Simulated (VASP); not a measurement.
**Sb: single point with PBE**

The system is Sb.

```
CELL_PARAMETERS angstrom
3.35453 0.00000 0.00000
-1.67727 2.90511 0.00000
0.00000 0.00000 5.47016
ATOMIC_POSITIONS crystal
Sb 0.66667 0.33333 0.75000
Sb 0.33333 0.66667 0.25000
```

* Program: VASP 6.6.1
* Task: single point
* Functional: PBE
* Potentials or basis: VASP PAW PBE potentials, release 64 (Sb)
* Cutoff: 520 eV
* k mesh: 9 × 9 × 5
* Occupations: gaussian, width 0.022 eV
* Spin: no spin polarisation
* Dipole correction: no
* Further INCAR settings: ALGO = Normal; EDIFF = 1e-06; NBANDS = 12

| Item | Value |
| --- | --- |
| Pressure | 1.3 GPa |
| Band gap on the k mesh | zero (band 5 reaches 12.82 eV, above the bottom of band 6 at 5.89 eV) |

Stress tensor (GPa, compression positive):
```
1.14 0.00 0.00
0.00 1.14 0.00
0.00 0.00 1.74
```

Levels at points of the mesh, in eV from the Fermi level:
```csv
k point,band 2,band 3,band 4,band 5,band 6,band 7,band 8,band 9
"(0.00, 0.00, 0.00)",-9.05,-5.76,3.73,3.73,5.38,5.38,5.62,7.85
```

It took 34 s on 1 thread of Intel Xeon 8259CL, with other jobs on the host, peak memory 0.17 GiB.

Caveat: spin-orbit coupling is left out, which moves the levels of the heavy elements.
